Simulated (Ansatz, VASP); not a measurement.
# CoW3: VASP beside Ansatz

```xyz
4
Lattice="3.8582 0.0000 0.0000 0.0000 3.8582 0.0096 0.0000 0.0096 3.8582" Properties=species:S:1:pos:R:3 pbc="T T T"
Co    0.0000    0.0000    0.0000
W     0.0000    1.9339    1.9339
W     1.9291    0.0048    1.9291
W     1.9291    1.9291    0.0048
```

Change from the starting cell: strain +0.0050 x Voigt [0, 0, 0, 1, 0, 0], atoms carried along.

Alike in both runs: task single point; functional PBEsol; k mesh 12 × 12 × 12; occupations gaussian, width 0.15 eV; no spin polarisation.

```csv
,VASP,Ansatz
version,VASP 6.6.1,Ansatz 0.2.0
potentials or method,"VASP PAW PBE potentials, release 64 (Co, W_sv), cutoff 520 eV","scalar-relativistic, plane waves, PAW"
valence electrons in the cell,51,59
```

|  | VASP | Ansatz | Ansatz less VASP |
| --- | --- | --- | --- |
| gap on the k mesh at the Fermi level (eV) | none | none | - |
| pressure (GPa) | 0.7 | 0.0 | -0.64 |
| traceless stress, the component that is largest in VASP (GPa) | -0.65 | -0.65 | -0.001 |

VASP's potentials were made for PBE, not for PBEsol. A gap of «none» marks a metal or a gap that the smearing closes. VASP's potentials hold 51 valence electrons a cell and Ansatz's 59, so a difference there can come from the potentials and not from the codes.

Neither program's run includes spin-orbit coupling.
